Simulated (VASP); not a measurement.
# CdS: single point with HF

Crystal: CdS.

```
CELL_PARAMETERS angstrom
0.00000 2.80734 2.80734
2.80734 0.00000 2.80734
2.80734 2.80734 0.00000
ATOMIC_POSITIONS crystal
Cd 0.00000 0.00000 0.00000
S 0.50000 0.50000 0.50000
```

```json
{
 "Program": "VASP 6.6.1",
 "Task": "single point",
 "Functional": "HF",
 "Potentials or basis": "VASP PAW PBE potentials, release 64 (Cd, S)",
 "Cutoff": "520 eV",
 "k mesh": "4 × 4 × 4",
 "Occupations": "fermi-dirac, width 0.05 eV",
 "Spin": "no spin polarisation",
 "Dipole correction": "no",
 "Grid for exact exchange (PRECFOCK)": "Normal",
 "Further INCAR settings": "ALGO = Normal; EDIFF = 1e-06; NBANDS = 16",
 "Share of exact exchange": "1"
}
```

```yaml
Pressure: -0.3 GPa
Band_gap_on_the_k_mesh: 7.79 eV (least direct gap 8.90 eV)
```

Levels at points of the mesh, in eV from the valence-band top:
```
           k point  band 5  band 6  band 7  band 8  band 9  band 10  band 11  band 12  band 13  band 14
(0.00, 0.00, 0.00)  -12.21  -12.21   -0.57   -0.57   -0.57     8.33    17.15    17.15    17.15    19.56
(0.50, 0.00, 0.00)  -12.07  -12.07   -5.61    0.00    0.00    10.91    13.85    13.85    15.67    20.40
(0.50, 0.50, 0.00)  -12.02  -11.16   -4.78   -2.24   -2.24     7.79    13.31    18.44    20.17    20.17
```

Run time: 5.2 min on 1 thread of Intel(R) Xeon(R) 6975P-C (Granite Rapids) (shared host), peak memory 0.17 GiB.

Caveat: the k points lie up to 0.48 Å⁻¹ apart; the PAW data sets were made with another functional, which shifts forces and pressure a little. A k mesh can miss the band edges.
